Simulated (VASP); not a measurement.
Set up this calculation in VASP 6.6.1, as the native input.

```yaml
Task: single point
Functional: PBE
Potentials_or_basis: VASP PAW PBE potentials, release 64 (Mn_pv, N, F)
Cutoff: 520 eV
k_mesh: 6 × 6 × 6
Occupations: fermi-dirac, width 0.1 eV
Spin: collinear spin, ferromagnetic start
Starting_moments: "[4.0, 0.0, 0.0, 0.0, 0.0] μB"
Hubbard_terms: Mn d U = 3.5 eV
Dipole_correction: no
Further_INCAR_settings: ALGO = Normal; EDIFF = 1e-07; NBANDS = 32
```

The structure of MnNF3 lies in POSCAR:

```
MnNF3
1.0
    3.9830700000      0.0000000000      0.0000000000
    0.0000000000      3.9830700000      0.0000000000
    0.0000000000      0.0000000000      3.9830700000
Mn N F
1 1 3
Direct
    0.5000000000      0.5000000000      0.5000000000
    0.0000000000      0.0000000000      0.0000000000
    0.5000000000      0.5000000000      0.0000000000
    0.5000000000      0.0000000000      0.5000000000
    0.0000000000      0.5000000000      0.5000000000
```

One way to write it, as run:

INCAR

```
SYSTEM = MnNF3
PREC = Accurate ; ENCUT = 520
EDIFF = 1E-7 ; ISMEAR = -1
SIGMA = 0.1 ; LREAL = .FALSE.
LASPH = .TRUE. ; NELM = 150
ALGO = Normal ; ISIF = 2
LWAVE = .FALSE. ; LCHARG = .FALSE.
ISPIN = 2 ; MAGMOM = 4 0 0 0 0
LORBIT = 11 ; LMAXMIX = 4
LDAU = .TRUE. ; LDAUTYPE = 2
LDAUL = 2 -1 -1 ; LDAUU = 3.5 0 0
LDAUJ = 0 0 0 ; LDAUPRINT = 1
GGA = PE ; NBANDS = 32
```

KPOINTS

```
regular mesh
0
G
  6 6 6
  0 0 0
```

Potentials or basis: VASP PAW PBE potentials, release 64 (Mn_pv, N, F).

Launch:

```bash
$ cat potpaw_PBE.64/Mn_pv/POTCAR potpaw_PBE.64/N/POTCAR potpaw_PBE.64/F/POTCAR > POTCAR
$ mpirun -np 1 vasp_std > vasp.out
```

It gave:

| Item | Value |
| --- | --- |
| Pressure | -4.7 GPa |
| Net moment | 2.17 μB per cell |
| Site moments | Mn +1.99; N -0.00; F +0.04 μB |
| Valence electrons inside the program's atomic spheres | Mn 11.17; N 3.24; F 6.06 |

Caveat: a cell with one magnetic atom can't hold antiferromagnetic order, which such compounds often take.

Wall time 120 s on 1 thread of Intel(R) Xeon(R) 6975P-C (Granite Rapids), on a shared host, peak memory 0.22 GiB.
